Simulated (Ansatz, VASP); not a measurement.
One calculation of Cu, two programs

INCAR

```
SYSTEM = Cu
PREC = Accurate ; ENCUT = 520
EDIFF = 1E-7 ; ISMEAR = -1
SIGMA = 0.08 ; LREAL = .FALSE.
LASPH = .TRUE. ; NELM = 100
ALGO = Normal ; ISIF = 2
LWAVE = .FALSE. ; LCHARG = .FALSE.
LDIPOL = .TRUE. ; IDIPOL = 3
DIPOL = 0.5 0.5 0.500 ; GGA = CA
NBANDS = 30
```

KPOINTS

```
Automatic mesh
0
G
  15 15 1
  0 0 0
```

The input POSCAR:

```
Cu
1.0
    2.4874897871      0.0000000000      0.0000000000
    0.0000000000      2.4874897871      0.0000000000
    0.0000000000      0.0000000000     27.1937000000
Cu
4
Direct
    0.2500000000      0.2500000000      0.4045053470
    0.7500000000      0.7500000000      0.4673715978
    0.2500000000      0.2500000000      0.5326283879
    0.7500000000      0.7500000000      0.5954946530
```

Input for Ansatz:

```yaml
crystal:
  lattice:
    - [2.4874897871, 0.0, 0.0]
    - [0.0, 2.4874897871, 0.0]
    - [0.0, 0.0, 27.1937]
  atoms:
    - { symbol: Cu, position: [0.25, 0.25, 0.404505347] }
    - { symbol: Cu, position: [0.75, 0.75, 0.4673715978] }
    - { symbol: Cu, position: [0.25, 0.25, 0.5326283879] }
    - { symbol: Cu, position: [0.75, 0.75, 0.595494653] }
kpoints:
  mp_grid: { grid: [15, 15, 1] }
scf:
  occupations: { method: fermi_dirac, width: 0.08 }
hamiltonian:
  xc: lda
  pseudopotentials: { kind: paw }
output:
  forces: true
  stress: true
  eigenvalues: true
efield:
  axis: 3
  amplitude: 0
  dipole_correction: true
```

Alike in both runs: task single point; functional LDA; k mesh 15 × 15 × 1; occupations fermi-dirac, width 0.08 eV; no spin polarisation.

```csv
,VASP,Ansatz
version,VASP 6.6.1,Ansatz 0.2.0
potentials or method,"VASP PAW LDA potentials, release 64 (Cu)","PAW with Ansatz's default frozen-core files, scalar-relativistic"
plane-wave cutoff (eV),520,420
valence electrons in the cell,44,76
```

|  | VASP | Ansatz | Ansatz less VASP |
| --- | --- | --- | --- |
| rms of the force components (eV/Å) | 0.017 | 0.000 | -0.0167 |

LDA's correlation is that of Perdew and Zunger in VASP and of Perdew and Wang (1992) in Ansatz. Atom by atom the forces differ by 0.017 eV/Å (rms over components). VASP's potentials hold 44 valence electrons a cell and Ansatz's 76, so a difference there can come from the potentials and not from the codes.
